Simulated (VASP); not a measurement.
Set up this calculation in VASP 6.6.1, as the native input.

| Property | Result |
| --- | --- |
| Task | single point |
| Functional | PBEsol |
| Potentials or basis | VASP PAW PBE potentials, release 64 (Zn) |
| Cutoff | 520 eV |
| k mesh | 16 × 16 × 16 |
| Occupations | fermi-dirac, width 0.1 eV |
| Spin | no spin polarisation |
| Dipole correction | no |
| Further INCAR settings | ALGO = Normal; EDIFF = 1e-06; NBANDS = 12 |

The structure of Zn lies in POSCAR:

```
Zn
1.0
   -1.5292143923      1.5292143923      1.5292143923
    1.5292143923     -1.5292143923      1.5292143923
    1.5292143923      1.5292143923     -1.5292143923
Zn
1
Direct
    0.0000000000      0.0000000000      0.0000000000
```

The input as run:

INCAR

```
SYSTEM = Zn
PREC     = Accurate       ! precision mode
ENCUT    = 520            ! plane-wave cutoff, eV
EDIFF    = 1E-6           ! SCF threshold, eV
ISMEAR   = -1             ! smearing method
SIGMA    = 0.1            ! smearing width, eV
LREAL    = .FALSE.        ! projectors in reciprocal space
LASPH    = .TRUE.         ! aspherical terms in the spheres
NELM     = 100            ! most SCF steps
ALGO     = Normal         ! electronic algorithm
ISIF     = 2              ! what is computed and relaxed
LWAVE    = .FALSE.        ! write WAVECAR
LCHARG   = .TRUE.         ! write CHGCAR
GGA      = PS             ! functional
LELF     = .TRUE.         ! ELF
LVHAR    = .TRUE.       
NBANDS   = 12             ! bands
```

KPOINTS

```
Automatic mesh
0
G
  16 16 16
  0 0 0
```

Potentials or basis: VASP PAW PBE potentials, release 64 (Zn).

The run is started by

```bash
$ cat potpaw_PBE.64/Zn/POTCAR > POTCAR
$ mpirun -np 1 vasp_std > vasp.out
```

It gave:

```json
{
 "Pressure": "0.6 GPa",
 "Band gap on the k mesh": "zero (band 6 reaches 7.78 eV, above the bottom of band 7 at 2.63 eV)"
}
```

Caveat: the PAW data sets were made with another functional, which shifts forces and pressure a little.

Wall time 34 s on 1 thread of Intel Xeon 8259CL, on a shared host, peak memory 0.14 GiB.
